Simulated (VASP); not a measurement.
Set up this calculation in VASP 6.6.1, as the native input.

```
Task                   : single point
Functional             : r2SCAN
Dispersion             : D3(BJ)
Potentials or basis    : VASP PAW PBE potentials, release 64 (Li_sv)
Cutoff                 : 520 eV
k mesh                 : 11 × 11 × 11
Occupations            : fermi-dirac, width 0.05 eV
Spin                   : no spin polarisation
Dipole correction      : no
Further INCAR settings : ALGO = Normal; EDIFF = 1e-06; NBANDS = 8
```

Crystal: Li.

```
Li
1.0
    -1.73094    1.73094    1.73094
     1.73094   -1.73094    1.73094
     1.73094    1.73094   -1.73094
Li
1
Cartesian
  0.0000 0.0000 0.0000
```

One way to write it, as run:

POSCAR

```
Li
1.0
   -1.7309356065      1.7309356065      1.7309356065
    1.7309356065     -1.7309356065      1.7309356065
    1.7309356065      1.7309356065     -1.7309356065
Li
1
Direct
    0.0000000000      0.0000000000      0.0000000000
```

INCAR.step1

```
SYSTEM = Li
PREC = Accurate ; ENCUT = 520
ISMEAR = -1 ; SIGMA = 0.05
LREAL = .False. ; LASPH = .True.
NELM = 60 ; NBANDS = 8
GGA = PE ; ALGO = Normal
EDIFF = 1E-4 ; LWAVE = .True.
LCHARG = .False.
```

INCAR.step2

```
SYSTEM = Li
PREC = Accurate ; ENCUT = 520
EDIFF = 1E-6 ; ISMEAR = -1
SIGMA = 0.05 ; LREAL = .False.
LASPH = .True. ; NELM = 60
ALGO = Normal ; ISIF = 2
LWAVE = .False. ; LCHARG = .True.
METAGGA = R2SCAN ; LMIXTAU = .True.
IVDW = 12 ; VDW_S6 = 1.0
VDW_S8 = 0.78981345 ; VDW_A1 = 0.49484001
VDW_A2 = 5.73083694 ; LELF = .True.
LVHAR = .True. ; NBANDS = 8
ISTART = 1
```

KPOINTS

```
Automatic mesh
0
Gamma
  11 11 11
  0 0 0
```

Potentials or basis: VASP PAW PBE potentials, release 64 (Li_sv).

Launch:

```sh
$ cat potpaw_PBE.64/Li_sv/POTCAR > POTCAR
$ cp INCAR.step1 INCAR
$ mpirun -np 1 vasp_std > vasp.out
$ cp INCAR.step2 INCAR
$ mpirun -np 1 vasp_std > vasp.out
```

It gave:

The dispersion energy per atom is -0.078 eV.

It took 25 s on 1 thread of Intel(R) Xeon(R) Platinum 8375C CPU @ 2.90GHz (Ice Lake) (shared host), peak memory 0.14 GiB.
